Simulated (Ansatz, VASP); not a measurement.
# Two plane-wave programs on Au

```
Au
1.0
    -1.65727    1.65727    1.65727
     1.65727   -1.65727    1.65727
     1.65727    1.65727   -1.65727
Au
1
Direct
  0.00000 0.00000 0.00000
```

Alike in both runs: task single point; functional PBE; k mesh 11 × 11 × 11; occupations gaussian, width 0.012 eV; no spin polarisation.

|  | VASP | Ansatz |
| --- | --- | --- |
| version | VASP 6.6.1 | Ansatz 0.2.0 |
| potentials or method | VASP PAW PBE potentials, release 64 (Au) | Ansatz PAW |
| plane-wave cutoff (eV) | 500 | 420 |
| valence electrons in the cell | 11 | 19 |

Ansatz gave:

```
gap on the k mesh at the Fermi level (eV) : none
pressure (GPa)                            : -0.9
```

Problem. Estimate VASP's values.

Solution. gap on the k mesh at the Fermi level (eV): none; pressure (GPa): -1.1.

A gap of «none» marks a metal or a gap that the smearing closes. VASP's potentials hold 11 valence electrons a cell and Ansatz's 19, so a difference there can come from the potentials and not from the codes.

Neither program's run includes spin-orbit coupling.
